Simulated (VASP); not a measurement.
Input of a VASP 6.6.1 run:

File POSCAR:

```
Te2Mo
1.0
    3.5197200000     -0.0069200000     -0.0283900000
   -1.7658500000      2.9696800000      0.0800100000
   -0.1127700000      0.3018400000     14.0184400000
Te Mo
4 2
Direct
    0.3614300000      0.6834700000      0.6228100000
    0.6527200000      0.3019800000      0.1248000000
    0.3799500000      0.6817600000      0.8845900000
    0.7030200000      0.3674800000      0.3638800000
    0.3432500000      0.6589200000      0.2367200000
    0.6749600000      0.3164700000      0.7457200000
```

The input INCAR.step1:

```
SYSTEM = Te2Mo
  PREC = Accurate
  ENCUT = 520
  ISMEAR = -1
  SIGMA = 0.05
  LREAL = .False.
  LASPH = .True.
  NELM = 100
  NBANDS = 35
  GGA = PE
  ALGO = Normal
  EDIFF = 1E-4
  LWAVE = .True.
  LCHARG = .False.
```

Contents of INCAR.step2:

```
SYSTEM = Te2Mo
  PREC = Accurate
  ENCUT = 520
  EDIFF = 1E-6
  ISMEAR = -1
  SIGMA = 0.05
  LREAL = .False.
  LASPH = .True.
  NELM = 100
  ALGO = Normal
  ISIF = 2
  LWAVE = .False.
  LCHARG = .True.
  METAGGA = R2SCAN
  LMIXTAU = .True.
  LELF = .True.
  LVHAR = .True.
  NBANDS = 35
  ISTART = 1
```

The input KPOINTS:

```
regular mesh
0
Gamma
  6 6 2
  0 0 0
```

Potentials or basis: VASP PAW PBE potentials, release 64 (Te, Mo_sv).

The run is started by

```sh
$ cat potpaw_PBE.64/Te/POTCAR potpaw_PBE.64/Mo_sv/POTCAR > POTCAR
$ cp INCAR.step1 INCAR
$ mpirun -np 1 vasp_std > vasp.out
$ cp INCAR.step2 INCAR
$ mpirun -np 1 vasp_std > vasp.out
```

(1) Estimate the pressure.

(2) Estimate the band gap on the k mesh.

(3) What does it give for the largest force?

Answers

(1) 10.7 GPa.

(2) 0.41 eV, indirect (least direct gap 0.69 eV).

(3) 5.259 eV/Å.

Caveat: the PAW data sets were made with another functional, which shifts forces and pressure a little; spin-orbit coupling is left out, which moves the levels of the heavy elements.
